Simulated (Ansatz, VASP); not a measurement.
**Two plane-wave programs on MgTl2GaC6N6**

```
CELL_PARAMETERS angstrom
0.00000 5.13500 5.13500
5.13500 0.00000 5.13500
5.13500 5.13500 0.00000
ATOMIC_POSITIONS crystal
Mg 0.00000 0.00000 0.00000
Tl 0.25000 0.25000 0.25000
Tl 0.75000 0.75000 0.75000
Ga 0.50000 0.50000 0.50000
C 0.80721 0.19279 0.19279
C 0.19279 0.80721 0.19279
C 0.19279 0.19279 0.80721
C 0.19279 0.80721 0.80721
C 0.80721 0.19279 0.80721
C 0.80721 0.80721 0.19279
N 0.69328 0.30672 0.30672
N 0.30672 0.69328 0.30672
N 0.30672 0.30672 0.69328
N 0.30672 0.69328 0.69328
N 0.69328 0.30672 0.69328
N 0.69328 0.69328 0.30672
```

Alike in both runs: task relaxation of cell and atoms; functional PBE; k mesh 4 × 4 × 4; occupations gaussian, width 0.1 eV; no spin polarisation.

```csv
,VASP,Ansatz
version,VASP 6.6.1,Ansatz 0.2.0
potentials or method,"VASP PAW PBE potentials, release 64 (Mg, Tl_d, Ga_d, C, N), cutoff 600 eV","scalar-relativistic, plane waves, PAW"
valence electrons in the cell,95,103
```

```tsv
	VASP	Ansatz	Ansatz less VASP
gap on the k mesh at the Fermi level, each at its own relaxed structure (eV)	none	none	-
relaxed volume (Å³/atom)	20.80	20.74	-0.064
relaxed cell length with the largest relative difference (Å)	7.779	7.771	-0.0080
```

A gap of «none» marks a metal or a gap that the smearing closes. VASP's potentials hold 95 valence electrons a cell and Ansatz's 103, so a difference there can come from the potentials and not from the codes.

Spin-orbit coupling is off throughout. Noted on VASP's run: the standard files for N, O and F lose accuracy on very short bonds; the volume moved by over 15 % at a fixed basis, so the end points are rough.
